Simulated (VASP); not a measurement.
BaZrO3: single point with PBE

BaZrO3:

```
Ba Zr O
1.0
     4.24741    0.00000    0.00000
     0.00000    4.24741    0.00000
     0.00000    0.00000    4.24741
Ba Zr O
1 1 3
Direct
  0.00000 0.00000 0.00000
  0.50000 0.50000 0.50000
  0.50000 0.50000 0.00000
  0.50000 0.00000 0.50000
  0.00000 0.50000 0.50000
```

This cell differs from its parent crystal: strain +1.0%.

```json
{
 "Program": "VASP 6.6.1",
 "Task": "single point",
 "Functional": "PBE",
 "Potentials or basis": "VASP PAW PBE potentials, release 64 (Ba_sv, Zr_sv, O)",
 "Cutoff": "520 eV",
 "k mesh": "6 × 6 × 6",
 "Occupations": "fermi-dirac, width 0.02 eV",
 "Spin": "no spin polarisation"
}
```

* Pressure: -1.2 GPa
* Band gap on the k mesh: 3.10 eV (least direct gap 3.36 eV)

Levels at points of the mesh, in eV from the valence-band top:
| k point | band 17 | band 18 | band 19 | band 20 | band 21 | band 22 | band 23 | band 24 |
| --- | --- | --- | --- | --- | --- | --- | --- | --- |
| (0.00, 0.00, 0.00) | -0.93 | -0.26 | -0.26 | -0.26 | 3.10 | 3.10 | 3.10 | 4.60 |
| (0.50, 0.00, 0.00) | -1.67 | -1.58 | -0.50 | -0.50 | 3.51 | 5.45 | 5.45 | 6.28 |
| (0.50, 0.50, 0.00) | -0.93 | -0.93 | -0.88 | -0.07 | 5.42 | 5.42 | 6.22 | 6.25 |
| (0.50, 0.50, 0.50) | -2.51 | 0.00 | 0.00 | 0.00 | 5.83 | 5.83 | 5.83 | 6.66 |

It took 18 s on 1 thread of AMD EPYC 9R45 96-Core Processor (Zen 5), with other jobs on the host, peak memory 0.17 GiB.

Caveat: the cell differs from its parent crystal (strain +1.0%); spin-orbit coupling is left out, which moves the levels of the heavy elements. A k mesh can miss the band edges.
